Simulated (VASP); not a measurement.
**ZnS: single point with PBE**

The system is ZnS.

```
Zn S
1.0
     3.69167    0.00000    0.00000
    -1.84584    3.19708    0.00000
     0.00000    0.00000    5.80091
Zn S
2 2
Direct
  0.33333 0.66667 0.00522
  0.66667 0.33333 0.50522
  0.33333 0.66667 0.37978
  0.66667 0.33333 0.87978
```

This cell differs from its parent crystal: strain -0.040 along x and y, -0.080 along z.

```yaml
Program: VASP 6.6.1
Task: single point
Functional: PBE
Potentials_or_basis: VASP PAW PBE potentials, release 64 (Zn, S)
Cutoff: 520 eV
k_mesh: 12 × 12 × 4
Occupations: gaussian, width 0.05 eV
Spin: no spin polarisation
Dipole_correction: no
Further_INCAR_settings: ALGO = Normal; EDIFF = 1e-06; NBANDS = 26
```

* Pressure: 17.1 GPa
* Largest force: 0.602 eV/Å
* Band gap on the k mesh: 2.89 eV

Forces in eV/Å, atoms in the order of the input:
```
Zn   0.000  0.000 -0.602
Zn   0.000  0.000 -0.602
S    0.000  0.000  0.602
S    0.000  0.000  0.602
```

Stress tensor (GPa, compression positive):
```
13.48  0.00  0.00
 0.00 13.48  0.00
 0.00  0.00 24.39
```

Levels at points of the mesh, in eV from the valence-band top:
```
           k point  band 14  band 15  band 16  band 17  band 18  band 19  band 20  band 21  band 22  band 23
(0.00, 0.00, 0.00)    -1.32    -1.32    -0.06    -0.06     0.00     2.89     2.97     5.96     5.96     6.98
(0.50, 0.00, 0.00)    -4.57    -3.99    -2.95    -2.12    -1.06     3.28     4.62     5.18     6.65     8.41
(0.00, 0.00, 0.50)    -3.05    -0.73    -0.73    -0.73    -0.73     3.70     3.70     6.46     6.46     6.46
(0.50, 0.00, 0.50)    -5.52    -2.09    -2.09    -1.84    -1.84     3.58     3.58     5.23     5.23     8.98
```

Wall time 48 s on 1 thread of Intel(R) Xeon(R) 6975P-C (Granite Rapids), with other jobs on the host, peak memory 0.23 GiB.

Caveat: the cell differs from its parent crystal (strain -0.040 along x and y, -0.080 along z); the cell stands under pressure. A k mesh can miss the band edges.
